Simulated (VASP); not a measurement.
# Ge in VASP: single point with PBEsol

Aim: the single point of Ge with PBEsol.

All numbers are computed with VASP 6.6.1; they aren't measurements. Logs are shortened: lines on timing, memory, paths and dates and some standing lists are left out, and cuts for length are marked.

## (1) The cell of the first run

The cell holds a sheet with vacuum, 2 atoms: a = 3.988 Å, b = 3.988 Å, c = 25.160 Å, α = 90.00°, β = 90.00°, γ = 120.00°.

## (2) Single point, PBEsol

INCAR

```
SYSTEM = Ge
PREC     = Accurate       ! precision mode
ENCUT    = 410            ! plane-wave cutoff, eV
EDIFF    = 1E-6           ! SCF threshold, eV
ISMEAR   = 0              ! smearing method
SIGMA    = 0.03           ! smearing width, eV
LREAL    = .False.        ! projectors in reciprocal space
LASPH    = .True.         ! aspherical terms in the spheres
NELM     = 120            ! most SCF steps
ALGO     = Normal         ! electronic algorithm
ISIF     = 2              ! what is computed and relaxed
LWAVE    = .False.        ! write WAVECAR
LCHARG   = .False.        ! write CHGCAR
LDIPOL   = .True.       
IDIPOL   = 3            
DIPOL    = 0.5 0.5 0.292
GGA      = PS             ! functional
NBANDS   = 21             ! bands
GGA_COMPAT= .False.      
NELMDL   = -8
```

KPOINTS

```
Automatic mesh
0
Gamma
  12 12 1
  0 0 0
```

POSCAR

```
Ge
1.0
    3.9882698326      0.0000000000      0.0000000000
   -1.9941349163      3.4539429922      0.0000000000
    0.0000000000      0.0000000000     25.1599999975
Ge
2
Direct
    0.3333333333      0.6666666667      0.2786647802
    0.6666666667      0.3333333333      0.3048010387
```

Potentials or basis: VASP PAW PBE potentials, release 64 (Ge_d).

Launch:

```sh
> cat potpaw_PBE.64/Ge_d/POTCAR > POTCAR
> mpirun -np 1 vasp_std > vasp.out
```

OUTCAR:

```text
SYSTEM = Ge
   PREC = Accurate
   ENCUT = 410
   EDIFF = 1E-6
   ISMEAR = 0
   LREAL = .False.
   LASPH = .True.
   NELM = 120
   ISIF = 2
   GGA = PS
   NELMDL = -8

 ion  position               nearest neighbor table
   1  0.333  0.667  0.279-   2 2.39   2 2.39   2 2.39
   2  0.667  0.333  0.305-   1 2.39   1 2.39   1 2.39

  LATTYP: Found a hexagonal cell.
 ALAT       =     3.9882698326
 C/A-ratio  =     6.3084999395

  Lattice vectors:

 A1 = (   3.9882698326,   0.0000000000,   0.0000000000)
 A2 = (  -1.9941349163,   3.4539429922,   0.0000000000)
 A3 = (   0.0000000000,   0.0000000000,  25.1599999975)

Analysis of symmetry for initial positions (statically):
=====================================================================
 Subroutine PRICEL returns:
 Original cell was already a primitive cell.

 Routine SETGRP: Setting up the symmetry group for a
 hexagonal supercell.

 Subroutine GETGRP returns: Found 12 space group operations
 (whereof  6 operations were pure point group operations)
 out of a pool of 24 trial point group operations.

The static configuration has the point symmetry C_3v.
 The point group associated with its full space group is D_3d.

Analysis of symmetry for dynamics (positions and initial velocities):
=====================================================================
 Subroutine PRICEL returns:
 Original cell was already a primitive cell.

 Routine SETGRP: Setting up the symmetry group for a
 hexagonal supercell.

 Subroutine GETGRP returns: Found 12 space group operations
 (whereof  6 operations were pure point group operations)
 out of a pool of 24 trial point group operations.

The dynamic configuration has the point symmetry C_3v.
 The point group associated with its full space group is D_3d.

 Subroutine INISYM returns: Found 12 space group operations
 (whereof  6 operations are pure point group operations),
 and found     1 'primitive' translations

----------------------------------------------------------------------------------------

                                     Primitive cell

  volume of cell :     346.5855

  direct lattice vectors                    reciprocal lattice vectors
     3.988269833  0.000000000  0.000000000     0.250735292  0.144762088  0.000000000
    -1.994134916  3.453942992  0.000000000     0.000000000  0.289524176  0.000000000
     0.000000000  0.000000000 25.159999998     0.000000000  0.000000000  0.039745628

  length of vectors
     3.988269833  3.988269833 25.159999998     0.289524176  0.289524176  0.039745628

  position of ions in fractional coordinates (direct lattice)
     0.333333333  0.666666667  0.278664780
     0.666666667  0.333333333  0.304801039

  ion indices of the primitive-cell ions
   primitive index   ion index
                 1           1
                 2           2

----------------------------------------------------------------------------------------

 KPOINTS: Automatic mesh

Automatic generation of k-mesh.
 Grid dimensions read from file:
 generate k-points for:   12   12    1

 Generating k-lattice:

  Cartesian coordinates                     Fractional coordinates (reciprocal lattice)
     0.020894608  0.012063507  0.000000000     0.083333333  0.000000000  0.000000000
     0.000000000  0.024127015  0.000000000     0.000000000  0.083333333  0.000000000
     0.000000000  0.000000000  0.039745628     0.000000000  0.000000000  1.000000000

  Length of vectors
     0.024127015  0.024127015  0.039745628

  Shift w.r.t. Gamma in fractional coordinates (k-lattice)
     0.000000000  0.000000000  0.000000000

 Subroutine IBZKPT returns following result:
 ===========================================

 Found     19 irreducible k-points:

 Following reciprocal coordinates:
            Coordinates               Weight
  0.000000  0.000000  0.000000      1.000000
  0.083333  0.000000  0.000000      6.000000
  0.166667 -0.000000  0.000000      6.000000
  0.250000 -0.000000  0.000000      6.000000
  0.333333  0.000000  0.000000      6.000000
  0.416667 -0.000000  0.000000      6.000000
[... 11 lines left out ...]
  0.333333  0.250000  0.000000     12.000000
  0.333333  0.333333  0.000000      2.000000
   k-points           NKPTS =     19   k-points in BZ     NKDIM =     19   number of bands    NBANDS=     21
   number of dos      NEDOS =    301   number of ions     NIONS =      2
   total plane-waves  NPLWV = 131712
   dimension x,y,z NGX =    28 NGY =   28 NGZ =  168
   dimension x,y,z NGXF=    56 NGYF=   56 NGZF=  336
   ions per type =               2
   NGX,Y,Z   is equivalent  to a cutoff of  11.67, 11.67, 11.10 a.u.
   NGXF,Y,Z  is equivalent  to a cutoff of  23.34, 23.34, 22.20 a.u.
 SYSTEM =  Ge
   PREC   = accura    normal or accurate (medium, high low for compatibility)
   ISTART =      0    job   : 0-new  1-cont  2-samecut
   ICHARG =      2    charge: 1-file 2-atom 10-const
   ISPIN  =      1    spin polarized calculation?
   LNONCOLLINEAR =      F non collinear calculations
   LSORBIT =      F    spin-orbit coupling
   LASPH  =      T    aspherical Exc in radial PAW
   ENCUT  =  410.0 eV  30.13 Ry    5.49 a.u.   6.58  6.58 41.54*2*pi/ulx,y,z
   NELM   =    120;   NELMIN=  2; NELMDL= -8     # of ELM steps
   EDIFF  = 0.1E-05   stopping-criterion for ELM
   LREAL  =      F    real-space projection
   EDIFFG = 0.1E-04   stopping-criterion for IOM
   NSW    =      0    number of steps for IOM
   IBRION =     -1    ionic relax: 0-MD 1-quasi-New 2-CG
   NFREE  =      0    steps in history (QN), initial steepest desc. (CG)
   ISIF   =      2    stress and relaxation
   ISYM   =      2    0-nonsym 1-usesym 2-fastsym
   POTIM  = 0.5000    time-step for ionic-motion
   TEBEG  =    0.0;   TEEND  =   0.0 temperature during run
   PSTRESS=    0.0 pullay stress
   NELECT =      28.0000    total number of electrons
   NUPDOWN=      -1.0000    fix difference up-down
   EMIN   =  10.00;   EMAX   =-10.00  energy-range for DOS
   EFERMI =   0.00;   METHOD = LEGACY
   ISMEAR =     0;   SIGMA  =   0.03  broadening in eV -4-tet -1-fermi 0-gaus
   EFERMI_NEDOS =   21; number of points for ismear=-14 and -15
   IALGO  =     38    algorithm
   IMIX   =      4    mixing-type and parameters
     AMIX     =   0.40;   BMIX     =  1.00
     AMIX_MAG =   1.60;   BMIX_MAG =  1.00
  volume/ion in A,a.u.               =     173.29      1169.44
  Fermi-wavevector in a.u.,A,eV,Ry     =   0.707713  1.337384  6.814590  0.500858
  Thomas-Fermi vector in A             =   1.793835
   LORBIT       =      0    0 simple, 1 ext, 2 COOP (PROOUT), +10 PAW based schemes
   GGA     = PS    functional components
   LHFCALC =     F    Hartree Fock is set to
   AEXX    =    0.0000 exact exchange contribution
   IVDW    =     0    specifies the selected vdW correction
   LEPSILON=     F    determine dielectric tensor
   LRPA    =     F    only Hartree local field effects (RPA)
 non-spin polarized calculation
 Gauss-broadening in eV      SIGMA  =   0.03
  energy-cutoff  :      410.00
  volume of cell :      346.59
 maximum number of plane-waves:      6597
 NGX is ok and might be reduce to    28
   NGX = 13   NGY = 13   NGZ = 83

 dipolmoment           0.000000      0.000000      0.000000 electrons x Angstroem

 number of electron      27.9999959 magnetization

 dipolmoment           0.000000      0.000000     -0.000000 electrons x Angstroem

 Free energy of the ion-electron system (eV)
  ---------------------------------------------------
  ext. energy  EPLUGINS =         0.00000000
  ---------------------------------------------------
  free energy    TOTEN  =        -8.73849231 eV

  energy without entropy =       -8.73802215  energy(sigma->0) =       -8.73825723

 E-fermi :  -3.3431     XC(G=0):  -1.8466

 val. band max:       -3.3430916120   @ k =   0.3333   0.3333   0.0000
 cond. band min:      -3.3430904894   @ k =   0.3333   0.3333   0.0000
 fundamental gap:      0.0000011226
 Fermi energy:        -3.3430910506

 k-point     1 :       0.0000    0.0000    0.0000
  band No.  band energies     occupation
      1     -27.8297      2.00000
      2     -27.8297      2.00000
      3     -27.7754      2.00000
      4     -27.7754      2.00000
      5     -27.7711      2.00000
      6     -27.6872      2.00000
[... 13 lines left out ...]
     20       1.1854      0.00000
     21       1.7097      0.00000

 k-point     2 :       0.0833    0.0000    0.0000
  band No.  band energies     occupation
      1     -27.8342      2.00000
      2     -27.8334      2.00000
      3     -27.7831      2.00000
      4     -27.7705      2.00000
      5     -27.7602      2.00000
      6     -27.6830      2.00000
[... 13 lines left out ...]
     20       1.2674      0.00000
     21       1.7426      0.00000

 k-point     3 :       0.1667   -0.0000    0.0000
  band No.  band energies     occupation
      1     -27.8430      2.00000
      2     -27.8410      2.00000
      3     -27.7924      2.00000
      4     -27.7600      2.00000
      5     -27.7464      2.00000
      6     -27.6711      2.00000
[... 13 lines left out ...]
     20       1.6541      0.00000
     21       1.8794      0.00000

 k-point     4 :       0.2500   -0.0000    0.0000
  band No.  band energies     occupation
      1     -27.8497      2.00000
      2     -27.8481      2.00000
      3     -27.8029      2.00000
      4     -27.7495      2.00000
      5     -27.7363      2.00000
      6     -27.6550      2.00000
[... 13 lines left out ...]
     20       2.5168      0.00000
     21       2.6145      0.00000

 k-point     5 :       0.3333    0.0000    0.0000
  band No.  band energies     occupation
      1     -27.8531      2.00000
      2     -27.8519      2.00000
      3     -27.8140      2.00000
      4     -27.7420      2.00000
      5     -27.7322      2.00000
      6     -27.6431      2.00000
[... 13 lines left out ...]
     20       3.1746      0.00000
     21       3.3147      0.00000

 k-point     6 :       0.4167   -0.0000    0.0000
  band No.  band energies     occupation
      1     -27.8558      2.00000
      2     -27.8497      2.00000
      3     -27.8245      2.00000
      4     -27.7381      2.00000
      5     -27.7321      2.00000
      6     -27.6422      2.00000
[... 13 lines left out ...]
     20       3.6247      0.00000
     21       3.7253      0.00000

 k-point     7 :       0.5000   -0.0000    0.0000
  band No.  band energies     occupation
      1     -27.8566      2.00000
      2     -27.8470      2.00000
      3     -27.8300      2.00000
      4     -27.7371      2.00000
      5     -27.7326      2.00000
      6     -27.6427      2.00000
[... 13 lines left out ...]
     20       3.8698      0.00000
     21       4.0873      0.00000
[... 171 lines left out ...]
      1     -27.8730      2.00000
      2     -27.8413      2.00000
      3     -27.8262      2.00000
      4     -27.7376      2.00000
      5     -27.7028      2.00000
      6     -27.6515      2.00000
[... 13 lines left out ...]
     20       3.6512      0.00000
     21       3.8238      0.00000

 k-point    16 :       0.4167    0.1667    0.0000
  band No.  band energies     occupation
      1     -27.8750      2.00000
      2     -27.8385      2.00000
      3     -27.8306      2.00000
      4     -27.7340      2.00000
      5     -27.7054      2.00000
      6     -27.6480      2.00000
[... 13 lines left out ...]
     20       4.3463      0.00000
     21       4.5084      0.00000

 k-point    17 :       0.2500    0.2500    0.0000
  band No.  band energies     occupation
      1     -27.8766      2.00000
      2     -27.8408      2.00000
      3     -27.8252      2.00000
      4     -27.7380      2.00000
      5     -27.6845      2.00000
      6     -27.6635      2.00000
[... 13 lines left out ...]
     20       3.4159      0.00000
     21       3.5962      0.00000

 k-point    18 :       0.3333    0.2500    0.0000
  band No.  band energies     occupation
      1     -27.8819      2.00000
      2     -27.8370      2.00000
      3     -27.8306      2.00000
      4     -27.7320      2.00000
      5     -27.6806      2.00000
      6     -27.6585      2.00000
[... 13 lines left out ...]
     20       3.9184      0.00000
     21       4.2788      0.00000

 k-point    19 :       0.3333    0.3333    0.0000
  band No.  band energies     occupation
      1     -27.8853      2.00000
      2     -27.8338      2.00000
      3     -27.8338      2.00000
      4     -27.7295      2.00000
      5     -27.6630      2.00000
      6     -27.6630      2.00000
[... 13 lines left out ...]
     20       3.6396      0.00000
     21       3.7834      0.00000

------------------------ aborting loop because EDIFF is reached ----------------------------------------

 vacuum level on the upper side and lower side of the slab       (xc-potential included)        -0.006        -0.006

  FORCE on cell =-STRESS in cart. coord.  units (eV):
  Direction    XX          YY          ZZ          XY          YZ          ZX
  --------------------------------------------------------------------------------------
  -------------------------------------------------------------------------------------
  Total       -0.1353675     -0.1353675     -0.1197094      0.0000000      0.0000000      0.0000000
  in kB       -0.6257697     -0.6257697     -0.5533863      0.0000000      0.0000000      0.0000000
  external PRESSURE =      -0.6016419 kB  Pullay stress =       0.0000000 kB

 VOLUME and BASIS-vectors are now :
 -----------------------------------------------------------------------------
  energy-cutoff  :      410.00
  volume of cell :      346.59
      direct lattice vectors                 reciprocal lattice vectors
     3.988269833  0.000000000  0.000000000     0.250735292  0.144762088  0.000000000
    -1.994134916  3.453942992  0.000000000     0.000000000  0.289524176  0.000000000
     0.000000000  0.000000000 25.159999998     0.000000000  0.000000000  0.039745628

 POSITION                                       TOTAL-FORCE (eV/Angst)
 -----------------------------------------------------------------------------------
     -0.00000      2.30263      7.01121         0.000000     -0.000000      0.010185
      1.99413      1.15131      7.66879        -0.000000      0.000000     -0.010185
 -----------------------------------------------------------------------------------
    total drift:                                0.000000      0.000000     -0.000055

  FREE ENERGIE OF THE ION-ELECTRON SYSTEM (eV)
  ---------------------------------------------------
  free  energy   TOTEN  =        -8.7384923088 eV

  energy  without entropy=       -8.7380221508  energy(sigma->0) =       -8.73825723

 vacuum level on the upper side and lower side of the slab         1.185         1.185
```

It took 1.8 min on 1 thread of Intel Xeon Platinum 8559C (Emerald Rapids), shared host; peak memory 0.35 GiB.

Results:

| Item | Value |
| --- | --- |
| Free energy | -8.7385 eV |
| Largest force | 0.010 eV/Å |
| Band gap on the k mesh | zero (filled and empty bands touch) |

Forces on the atoms (eV/Å):
```
Ge   0.000  0.000  0.010
Ge   0.000  0.000 -0.010
```

Caveat: the PAW data sets were made with another functional, which shifts forces and pressure a little.
